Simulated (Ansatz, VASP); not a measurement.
## One calculation of Hf, two programs

```xyz
2
Lattice="3.1181 0.0000 0.0000 -1.5591 2.7004 0.0000 0.0000 0.0000 4.9469" Properties=species:S:1:pos:R:3 pbc="T T T"
Hf    0.0000    1.8003    1.2367
Hf    1.5591    0.9001    3.7102
```

Alike in both runs: functional LDA; k mesh 12 × 12 × 8; occupations gaussian, width 0.1 eV; no spin polarisation.

Ansatz relaxed the structure, and its values are those at the end. VASP's run is a single point on that final structure, the one shown.

|  | VASP | Ansatz |
| --- | --- | --- |
| version | VASP 6.6.1 | Ansatz 0.2.0 |
| potentials or method | VASP PAW LDA potentials, release 64 (Hf_pv), cutoff 520 eV | scalar-relativistic, plane waves, PAW |
| valence electrons in the cell | 20 | 52 |

VASP gave:

| Item | Value |
| --- | --- |
| gap on the k mesh at the Fermi level (eV) | none |
| pressure (GPa) | 0.1 |

**Question.** Which values does Ansatz return?

**Answer.** gap on the k mesh at the Fermi level (eV): none; pressure (GPa): 0.0.

Ansatz warns that its potentials were made for another functional, while VASP's fit it. LDA's correlation is that of Perdew and Zunger in VASP and of Perdew and Wang (1992) in Ansatz. A gap of «none» marks a metal or a gap that the smearing closes. VASP's potentials hold 20 valence electrons a cell and Ansatz's 52, so a difference there can come from the potentials and not from the codes.

Spin-orbit coupling is off throughout.
